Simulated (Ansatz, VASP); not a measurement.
One calculation of Hf, two programs

Contents of INCAR:

```
PREC = Accurate
ENCUT = 520
EDIFF = 1E-7
ISMEAR = 0
SIGMA = 0.15
LREAL = False
LASPH = True
NELM = 60
ALGO = Normal
ISIF = 2
LWAVE = False
LCHARG = False
GGA = PS
NBANDS = 11
```

File KPOINTS:

```
regular mesh
0
Gamma
  18 18 18
```

File POSCAR:

```
Hf
1.0
    0.0000000000      2.2200000000      2.3532000000
    2.2200000000      0.0000000000      2.3532000000
    2.2200000000      2.2200000000      0.0000000000
Hf
1
Direct
    0.0000000000      0.0000000000      0.0000000000
```

Input for Ansatz:

```yaml
crystal:
  lattice:
    - [0.0, 2.22, 2.3532]
    - [2.22, 0.0, 2.3532]
    - [2.22, 2.22, 0.0]
  atoms:
    - { symbol: Hf, position: [0.0, 0.0, 0.0] }
basis:
  ecutwfc: 420
kpoints:
  mp_grid: { grid: [18, 18, 18] }
hamiltonian:
  xc: pbesol
scf:
  occupations: { method: gaussian, width: 0.15 }
output:
  forces: true
  stress: true
  eigenvalues: true
  write_density: true
  write_potential: true
  elf: true
  volumetric_format: npy
```

Change from the starting cell: strain +0.0600 x Voigt [0, 0, 1, 0, 0, 0], atoms carried along.

Alike in both runs: task single point; functional PBEsol; k mesh 18 × 18 × 18; occupations gaussian, width 0.15 eV; no spin polarisation.

```csv
,VASP,Ansatz
version,VASP 6.6.1,Ansatz 0.2.0
potentials or method,"VASP PAW PBE potentials, release 64 (Hf_pv), cutoff 520 eV","scalar-relativistic, plane waves, PAW"
valence electrons in the cell,10,26
```

Ansatz gave:

* gap on the k mesh at the Fermi level (eV): none
* pressure (GPa): -6.9
* traceless stress, the component that is largest in VASP (GPa): -2.09

Q: What did VASP give for the same quantities?

A: gap on the k mesh at the Fermi level (eV): none; pressure (GPa): -7.3; traceless stress, the component that is largest in VASP (GPa): -2.10.

VASP's potentials were made for PBE, not for PBEsol. A gap of «none» marks a metal or a gap that the smearing closes. The functional is the same, so the differences come from potentials, cutoffs and numerics. VASP's potentials hold 10 valence electrons a cell and Ansatz's 26, so a difference there can come from the potentials and not from the codes.

Neither program's run includes spin-orbit coupling.
